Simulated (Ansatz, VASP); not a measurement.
# ScAl3 in VASP and in Ansatz

POSCAR

```
ScAl3
1.0
    3.9151042252      0.0000000000      0.0000000000
    0.0000000000      3.9151042252      0.0000000000
    0.0000000000      0.0000000000      3.9151042252
Sc Al
1 3
Direct
    0.0000000000      0.0000000000      0.0000000000
    0.5000000000      0.0000000000      0.5000000000
    0.0000000000      0.5000000000      0.5000000000
    0.5000000000      0.5000000000      0.0000000000
```

Contents of INCAR.step1:

```
PREC = Accurate ; ENCUT = 520
ISMEAR = 0 ; SIGMA = 0.1
LREAL = F ; LASPH = T
NELM = 100 ; NBANDS = 18
GGA = PE ; ALGO = Normal
EDIFF = 1E-4 ; LWAVE = T
LCHARG = F
```

INCAR.step2

```
PREC = Accurate ; ENCUT = 520
EDIFF = 1E-6 ; ISMEAR = 0
SIGMA = 0.1 ; LREAL = F
LASPH = T ; NELM = 100
ALGO = Normal ; ISIF = 2
LWAVE = F ; LCHARG = F
METAGGA = R2SCAN ; LMIXTAU = T
NBANDS = 18 ; ISTART = 1
```

Contents of KPOINTS:

```
Automatic mesh
0
Gamma
  10 10 10
```

Input for Ansatz:

```yaml
crystal:
  lattice:
    - [3.9151042252, 0.0, 0.0]
    - [0.0, 3.9151042252, 0.0]
    - [0.0, 0.0, 3.9151042252]
  atoms:
    - { symbol: Sc, position: [0.0, 0.0, 0.0] }
    - { symbol: Al, position: [0.5, 0.0, 0.5] }
    - { symbol: Al, position: [0.0, 0.5, 0.5] }
    - { symbol: Al, position: [0.5, 0.5, 0.0] }
basis:
  ecutwfc: 500
kpoints:
  mp_grid: { grid: [10, 10, 10] }
hamiltonian:
  xc: r2scan
scf:
  occupations: { method: gaussian, width: 0.1 }
output:
  forces: true
  stress: true
  eigenvalues: true
```

Alike in both runs: task single point; functional r2SCAN; k mesh 10 × 10 × 10; occupations gaussian, width 0.1 eV; no spin polarisation.

|  | VASP | Ansatz |
| --- | --- | --- |
| version | VASP 6.6.1 | Ansatz 0.2.0 |
| potentials or method | VASP PAW PBE potentials, release 64 (Sc_sv, Al), cutoff 520 eV | scalar-relativistic, plane waves, PAW |
| valence electrons in the cell | 20 | 20 |

|  | VASP | Ansatz | Ansatz less VASP |
| --- | --- | --- | --- |
| gap on the k mesh at the Fermi level (eV) | none | none | - |
| pressure (GPa) | 15.5 | 15.5 | -0.02 |

VASP's potentials were made for PBE, not for r2SCAN. A gap of «none» marks a metal or a gap that the smearing closes.
